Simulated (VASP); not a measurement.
Input of a VASP 6.6.1 run:

The input INCAR:

```
  PREC = Accurate
  ENCUT = 600
  EDIFF = 1E-6
  ISMEAR = 0
  SIGMA = 0.01
  LREAL = False
  LASPH = True
  NELM = 120
  ALGO = Normal
  ISIF = 2
  LWAVE = False
  LCHARG = False
  GGA = PE
  NBANDS = 11
  GGA_COMPAT = False
```

The input KPOINTS:

```
regular mesh
0
Gamma
  3 3 3
```

The input POSCAR:

```
BeTe
1.0
    0.0000000000      2.8314587876      2.8314587876
    2.8314587876      0.0000000000      2.8314587876
    2.8314587876      2.8314587876      0.0000000000
Be Te
1 1
Direct
    0.0000000000      0.0000000000      0.0000000000
    0.7500000000      0.7500000000      0.7500000000
```

Potentials or basis: VASP PAW PBE potentials, release 64 (Be, Te).

Run with:

```console
$ cat potpaw_PBE.64/Be/POTCAR potpaw_PBE.64/Te/POTCAR > POTCAR
$ mpirun -np 1 vasp_std > vasp.out
```

(1) Estimate the band gap on the k mesh.

(2) What does it give for the pressure?

## Answers

(1) 2.26 eV, indirect (least direct gap 3.58 eV).

(2) 1.7 GPa.

Caveat: the k points lie up to 0.64 Å⁻¹ apart; spin-orbit coupling is left out, which moves the levels of the heavy elements.
